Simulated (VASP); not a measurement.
# Ge2P3 (P-3m1) in VASP: further runs

The runs below take Ge2P3 through single point, with r2SCAN.

Program: VASP 6.6.1. These are calculated values, not measurements. Logs are shortened: lines on timing, memory, paths and dates and some standing lists are left out, and cuts for length are marked.

## Step 1: The cell of the first run

The structure is trigonal, space group P-3m1 (No. 164). Conventional cell: a = 3.431 Å, b = 3.431 Å, c = 9.470 Å, α = 90.00°, β = 90.00°, γ = 120.00°. Within 3.3 Å of Ge (site symmetry 3m) lie 6 P at 2.50 to 3.26 Å. Within 3.3 Å of P (site symmetry -3m) lie 6 Ge at 2.50 Å. P (site symmetry 3m) has 3 P at 2.32 Å within 3.1 Å.

## Step 2: Single point, r2SCAN

The input, POSCAR:

```
Ge2P3
1.0
    3.4307532280      0.0000000000      0.0000000000
   -1.7153766140      2.9711194496      0.0000000000
    0.0000000000      0.0000000000      9.4704476082
Ge P
2 3
Direct
    0.3333333333      0.6666666667      0.1618139448
    0.6666666667      0.3333333333      0.8381860552
    0.0000000000      0.0000000000      0.0000000000
    0.3333333333      0.6666666667      0.5641435279
    0.6666666667      0.3333333333      0.4358564721
```

The input, INCAR.step1:

```
ALGO     = Normal         # electronic algorithm
EDIFF    = 1E-4           # SCF threshold, eV
ENCUT    = 520            # plane-wave cutoff, eV
GGA      = PE             # functional
ISMEAR   = 0              # smearing method
LASPH    = T              # aspherical terms in the spheres
LCHARG   = F              # write CHGCAR
LREAL    = F              # projectors in reciprocal space
LWAVE    = T              # write WAVECAR
NBANDS   = 30             # bands
NELM     = 100            # most SCF steps
PREC     = Accurate       # precision mode
SIGMA    = 0.1            # smearing width, eV
```

The input, INCAR.step2:

```
ALGO     = Normal         # electronic algorithm
EDIFF    = 1E-7           # SCF threshold, eV
ENCUT    = 520            # plane-wave cutoff, eV
ISIF     = 2              # what is computed and relaxed
ISMEAR   = 0              # smearing method
ISTART   = 1            
LASPH    = T              # aspherical terms in the spheres
LCHARG   = F              # write CHGCAR
LMIXTAU  = T            
LREAL    = F              # projectors in reciprocal space
LWAVE    = F              # write WAVECAR
METAGGA  = R2SCAN         # meta-GGA
NBANDS   = 30             # bands
NELM     = 100            # most SCF steps
PREC     = Accurate       # precision mode
SIGMA    = 0.1            # smearing width, eV
```

The input, KPOINTS:

```
k-points
0
Gamma
  12 12 6
```

Potentials or basis: VASP PAW PBE potentials, release 64 (Ge_d, P).

Run with:

```bash
cat potpaw_PBE.64/Ge_d/POTCAR potpaw_PBE.64/P/POTCAR > POTCAR
cp INCAR.step1 INCAR
mpirun -np 1 vasp_std > vasp.out
cp INCAR.step2 INCAR
mpirun -np 1 vasp_std > vasp.out
```

OUTCAR:

```text
EDIFF = 1E-7
   ENCUT = 520
   ISIF = 2
   ISMEAR = 0
   ISTART = 1
   LASPH = T
   LREAL = F
   METAGGA = R2SCAN
   NELM = 100
   PREC = Accurate

 ion  position               nearest neighbor table
   1  0.333  0.667  0.162-   3 2.50   3 2.50   3 2.50
   2  0.667  0.333  0.838-   3 2.50   3 2.50   3 2.50
   3  0.000  0.000  0.000-   1 2.50   2 2.50   2 2.50   1 2.50   2 2.50   1 2.50
   4  0.333  0.667  0.564-   5 2.32   5 2.32   5 2.32
   5  0.667  0.333  0.436-   4 2.32   4 2.32   4 2.32

  LATTYP: Found a hexagonal cell.
 ALAT       =     3.4307532280
 C/A-ratio  =     2.7604572462

  Lattice vectors:

 A1 = (   3.4307532280,   0.0000000000,   0.0000000000)
 A2 = (  -1.7153766140,   2.9711194496,   0.0000000000)
 A3 = (   0.0000000000,   0.0000000000,   9.4704476082)

Analysis of symmetry for initial positions (statically):
=====================================================================
 Subroutine PRICEL returns:
 Original cell was already a primitive cell.

 Routine SETGRP: Setting up the symmetry group for a
 hexagonal supercell.

 Subroutine GETGRP returns: Found 12 space group operations
 (whereof 12 operations were pure point group operations)
 out of a pool of 24 trial point group operations.

The static configuration has the point symmetry D_3d.

Analysis of symmetry for dynamics (positions and initial velocities):
=====================================================================
 Subroutine PRICEL returns:
 Original cell was already a primitive cell.

 Routine SETGRP: Setting up the symmetry group for a
 hexagonal supercell.

 Subroutine GETGRP returns: Found 12 space group operations
 (whereof 12 operations were pure point group operations)
 out of a pool of 24 trial point group operations.

The dynamic configuration has the point symmetry D_3d.

 Subroutine INISYM returns: Found 12 space group operations
 (whereof 12 operations are pure point group operations),
 and found     1 'primitive' translations

----------------------------------------------------------------------------------------

                                     Primitive cell

  volume of cell :      96.5340

  direct lattice vectors                    reciprocal lattice vectors
     3.430753228  0.000000000  0.000000000     0.291481180  0.168286738  0.000000000
[... 87 lines left out ...]
   LNONCOLLINEAR =      F non collinear calculations
   LSORBIT =      F    spin-orbit coupling
   LASPH  =      T    aspherical Exc in radial PAW
   ENCUT  =  520.0 eV  38.22 Ry    6.18 a.u.   6.38  6.38 17.61*2*pi/ulx,y,z
   NELM   =    100;   NELMIN=  2; NELMDL=  0     # of ELM steps
   EDIFF  = 0.1E-06   stopping-criterion for ELM
   LREAL  =      F    real-space projection
   EDIFFG = 0.1E-05   stopping-criterion for IOM
   NSW    =      0    number of steps for IOM
   IBRION =     -1    ionic relax: 0-MD 1-quasi-New 2-CG
   NFREE  =      0    steps in history (QN), initial steepest desc. (CG)
   ISIF   =      2    stress and relaxation
   ISYM   =      2    0-nonsym 1-usesym 2-fastsym
   POTIM  = 0.5000    time-step for ionic-motion
   TEBEG  =    0.0;   TEEND  =   0.0 temperature during run
   PSTRESS=    0.0 pullay stress
   NELECT =      43.0000    total number of electrons
   NUPDOWN=      -1.0000    fix difference up-down
   EMIN   =  10.00;   EMAX   =-10.00  energy-range for DOS
   EFERMI =   0.00;   METHOD = LEGACY
   ISMEAR =     0;   SIGMA  =   0.10  broadening in eV -4-tet -1-fermi 0-gaus
   EFERMI_NEDOS =   21; number of points for ismear=-14 and -15
   IALGO  =     38    algorithm
   IMIX   =      4    mixing-type and parameters
     AMIX     =   0.40;   BMIX     =  1.00
     AMIX_MAG =   1.60;   BMIX_MAG =  1.00
  volume/ion in A,a.u.               =      19.31       130.29
  Fermi-wavevector in a.u.,A,eV,Ry     =   1.250271  2.362670 21.268334  1.563178
  Thomas-Fermi vector in A             =   2.384273
   LORBIT       =      0    0 simple, 1 ext, 2 COOP (PROOUT), +10 PAW based schemes
   METAGGA = R2SCAN    functional components
   LHFCALC =     F    Hartree Fock is set to
   AEXX    =    0.0000 exact exchange contribution
   IVDW    =     0    specifies the selected vdW correction
   LEPSILON=     F    determine dielectric tensor
   LRPA    =     F    only Hartree local field effects (RPA)
 non-spin polarized calculation
 Gauss-broadening in eV      SIGMA  =   0.10
  energy-cutoff  :      520.00
  volume of cell :       96.53
 maximum number of plane-waves:      2626
 NGX is ok and might be reduce to    28
   NGX = 13   NGY = 13   NGZ = 35

 number of electron      43.0000013 magnetization

 Free energy of the ion-electron system (eV)
  ---------------------------------------------------
  ext. energy  EPLUGINS =         0.00000000
  ---------------------------------------------------
  free energy    TOTEN  =       -52.98907755 eV

  energy without entropy =      -52.98166894  energy(sigma->0) =      -52.98537325

 E-fermi :   6.5320     XC(G=0): -11.0189

 val. band max:        6.4888562314   @ k =   0.1667   0.0000   0.5000
 cond. band min:       6.5450611983   @ k =   0.3333   0.2500   0.1667
 fundamental gap:      0.0562049669
 Fermi energy:         6.5319741855

 k-point     1 :       0.0000    0.0000    0.0000
  band No.  band energies     occupation
      1     -19.0571      2.00000
      2     -19.0571      2.00000
      3     -19.0531      2.00000
      4     -19.0530      2.00000
      5     -19.0306      2.00000
      6     -19.0287      2.00000
[... 781 lines left out ...]
     29      11.9691      0.00000
     30      12.3868      0.00000

 [... further k-points ...]
[... 5 lines left out ...]
  --------------------------------------------------------------------------------------
  -------------------------------------------------------------------------------------
  Total       -0.1595568     -0.1595568     -0.1406081      0.0000000     -0.0000000      0.0000000
  in kB       -2.6481697     -2.6481697     -2.3336766      0.0000000     -0.0000000      0.0000000
  external PRESSURE =      -2.5433387 kB  Pullay stress =       0.0000000 kB

 VOLUME and BASIS-vectors are now :
 -----------------------------------------------------------------------------
  energy-cutoff  :      520.00
  volume of cell :       96.53
      direct lattice vectors                 reciprocal lattice vectors
     3.430753228  0.000000000  0.000000000     0.291481180  0.168286738  0.000000000
    -1.715376614  2.971119450  0.000000000     0.000000000  0.336573476  0.000000000
     0.000000000  0.000000000  9.470447608     0.000000000  0.000000000  0.105591630

 POSITION                                       TOTAL-FORCE (eV/Angst)
 -----------------------------------------------------------------------------------
     -0.00000      1.98075      1.53245        -0.000000      0.000000      0.006005
      1.71538      0.99037      7.93800         0.000000     -0.000000     -0.006005
      0.00000      0.00000      0.00000        -0.000000      0.000000      0.000000
     -0.00000      1.98075      5.34269        -0.000000     -0.000000     -0.080668
      1.71538      0.99037      4.12776        -0.000000      0.000000      0.080668
 -----------------------------------------------------------------------------------
    total drift:                                0.000000     -0.000000      0.000000

  FREE ENERGIE OF THE ION-ELECTRON SYSTEM (eV)
  ---------------------------------------------------
  free  energy   TOTEN  =       -52.9890775501 eV

  energy  without entropy=      -52.9816689431  energy(sigma->0) =      -52.98537325
```

OUTCAR.step1:

```text
EDIFF = 1E-4
   ENCUT = 520
   GGA = PE
   ISMEAR = 0
[... 1026 lines left out ...]
      1.71538      0.99037      7.93800         0.000000      0.000000     -0.296247
      0.00000      0.00000      0.00000        -0.000000      0.000000      0.000000
     -0.00000      1.98075      5.34269        -0.000000      0.000000      0.172199
      1.71538      0.99037      4.12776        -0.000000      0.000000     -0.172199
 -----------------------------------------------------------------------------------
    total drift:                                0.000000     -0.000000      0.000000

  FREE ENERGIE OF THE ION-ELECTRON SYSTEM (eV)
  ---------------------------------------------------
  free  energy   TOTEN  =       -23.9728369996 eV

  energy  without entropy=      -23.9650639165  energy(sigma->0) =      -23.96895046
```

Wall time 13 min (1 thread of Intel Xeon Platinum 8488C (Sapphire Rapids), shared host); peak memory 0.39 GiB.

Results:

```
Free energy   : -52.9891 eV
Pressure      : -0.3 GPa
Largest force : 0.081 eV/Å
```

Forces in eV/Å, atoms in the order of the input:
```
Ge   0.000  0.000  0.006
Ge   0.000  0.000 -0.006
P    0.000  0.000  0.000
P    0.000  0.000 -0.081
P    0.000  0.000  0.081
```

Levels at points of the mesh, in eV from the Fermi level:
```
           k point  band 20  band 21  band 22  band 23  band 24  band 25
(0.00, 0.00, 0.00)    -0.54    -0.47     1.72     1.82     1.82     2.71
(0.50, 0.00, 0.00)    -2.82    -2.56    -1.17     0.43     1.36     1.42
(0.00, 0.00, 0.50)    -0.54     1.28     1.81     1.81     1.84     2.68
(0.50, 0.00, 0.50)    -2.84    -1.48    -0.16     0.19     0.48     1.79
```

Caveat: the PAW data sets were made with another functional, which shifts forces and pressure a little.

## Step 3: Single point, r2SCAN

This run uses another cell than the first one, of 17.05 Å³/atom, 0.883 times its volume.

The input, POSCAR:

```
Ge2P3
1.0
    3.9846257524      0.0000000000      0.0000000000
   -1.9923128762      3.4507871262      0.0000000000
    0.0000000000      0.0000000000      6.1994304219
Ge P
2 3
Direct
    0.3333333333      0.6666666667      0.2450000000
    0.6666666667      0.3333333333      0.7550000000
    0.0000000000      0.0000000000      0.0000000000
    0.3333333333      0.6666666667      0.6450000000
    0.6666666667      0.3333333333      0.3550000000
```

The input, INCAR.step1:

```
SYSTEM = Ge2P3
  PREC = Accurate
  ENCUT = 520
  ISMEAR = 0
  SIGMA = 0.1
  LREAL = .False.
  LASPH = .True.
  NELM = 100
  NBANDS = 30
  GGA = PE
  ALGO = Normal
  EDIFF = 1E-4
  LWAVE = .True.
  LCHARG = .False.
```

The input, INCAR.step2:

```
SYSTEM = Ge2P3
  PREC = Accurate
  ENCUT = 520
  EDIFF = 1E-6
  ISMEAR = 0
  SIGMA = 0.1
  LREAL = .False.
  LASPH = .True.
  NELM = 100
  ALGO = Normal
  ISIF = 2
  LWAVE = .False.
  LCHARG = .True.
  METAGGA = R2SCAN
  LMIXTAU = .True.
  LELF = .True.
  LVHAR = .True.
  NBANDS = 30
  ISTART = 1
```

The input, KPOINTS:

```
Automatic mesh
0
Gamma
  6 6 4
  0 0 0
```

Potentials or basis: VASP PAW PBE potentials, release 64 (Ge_d, P).

Run with:

```bash
cat potpaw_PBE.64/Ge_d/POTCAR potpaw_PBE.64/P/POTCAR > POTCAR
cp INCAR.step1 INCAR
mpirun -np 1 vasp_std > vasp.out
cp INCAR.step2 INCAR
mpirun -np 1 vasp_std > vasp.out
```

Wall time 2.9 min (1 thread of Intel Xeon Platinum 8488C (Sapphire Rapids), shared host); peak memory 0.23 GiB.

It converged, with:

```yaml
Free_energy: -51.0336 eV
Pressure: 8.3 GPa
Largest_force: 1.223 eV/Å
```

Forces on the atoms (eV/Å):
```
Ge   0.000  0.000 -1.223
Ge   0.000  0.000  1.223
P    0.000  0.000  0.000
P    0.000  0.000 -0.274
P    0.000  0.000  0.274
```

Stress tensor (GPa, compression positive):
```
8.16 0.00 0.00
0.00 8.16 0.00
0.00 0.00 8.47
```

Levels at points of the mesh, in eV from the Fermi level:
```
           k point  band 20  band 21  band 22  band 23  band 24  band 25
(0.00, 0.00, 0.00)    -1.76    -1.76    -1.05    -0.90     1.81     2.35
(0.50, 0.00, 0.00)    -1.92    -1.62    -1.19     1.43     3.32     3.39
(0.00, 0.00, 0.50)    -1.72    -1.62    -1.62     0.48     0.68     0.68
(0.50, 0.00, 0.50)    -3.57    -0.50    -0.01     0.67     1.36     4.18
```

Caveat: the PAW data sets were made with another functional, which shifts forces and pressure a little.

(Part 1 of 2 ends here.)
